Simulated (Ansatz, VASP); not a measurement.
## Cd in VASP and in Ansatz

INCAR

```
SYSTEM = Cd
PREC = Accurate
ENCUT = 630
EDIFF = 1E-6
ISMEAR = 1
SIGMA = 0.01
LREAL = .False.
LASPH = .True.
NELM = 120
ALGO = Normal
ISIF = 2
LWAVE = .False.
LCHARG = .True.
GGA = CA
LELF = .True.
LVHAR = .True.
NBANDS = 27
GGA_COMPAT = .False.
```

KPOINTS

```
Automatic mesh
0
Gamma
  13 13 6
  0 0 0
```

The input POSCAR:

```
Cd
1.0
    2.8818641727      0.0000000000      0.0000000000
   -1.4409320863      2.4957675838      0.0000000000
    0.0000000000      0.0000000000      5.6383707528
Cd
2
Direct
    0.3333333333      0.6666666667      0.2500000000
    0.6666666667      0.3333333333      0.7500000000
```

Input for Ansatz:

```yaml
crystal:
  lattice:
    - [2.8818641727, 0.0, 0.0]
    - [-1.4409320863, 2.4957675838, 0.0]
    - [0.0, 0.0, 5.6383707528]
  atoms:
    - { symbol: Cd, position: [0.3333333333, 0.6666666667, 0.25] }
    - { symbol: Cd, position: [0.6666666667, 0.3333333333, 0.75] }
hamiltonian:
  xc: lda
  pseudopotentials:
    kind: paw
    azcp:
      Cd: "pseudopotentials/Cd.paw.azcp"
basis:
  ecutwfc: 420
  fft_grid_basis: typed
kpoints:
  mp_grid: { grid: [13, 13, 6], shift: [0, 0, 0] }
magnetization:
  spin_polarized: false
scf:
  occupations: { method: methfessel_paxton, width: 0.01 }
  lower_state_search: "off"
output:
  stress: true
```

Alike in both runs: task single point; functional LDA; k mesh 13 × 13 × 6; occupations methfessel-paxton of order 1, width 0.01 eV; no spin polarisation.

|  | VASP | Ansatz |
| --- | --- | --- |
| version | VASP 6.6.1 | Ansatz 0.2.0 |
| potentials or method | VASP PAW LDA potentials, release 64 (Cd_sv_GW), cutoff 630 eV | plane waves (420 eV) with PAW, scalar-relativistic |
| valence electrons in the cell | 40 | 40 |

```csv
,VASP,Ansatz,Ansatz less VASP
pressure (GPa),0.0,0.0,+0.05
"traceless stress, the component that is largest in VASP (GPa)",-2.25,-2.11,+0.137
```

Ansatz warns that its potentials were made for another functional, while VASP's fit it. LDA's correlation is that of Perdew and Zunger in VASP and of Perdew and Wang (1992) in Ansatz.
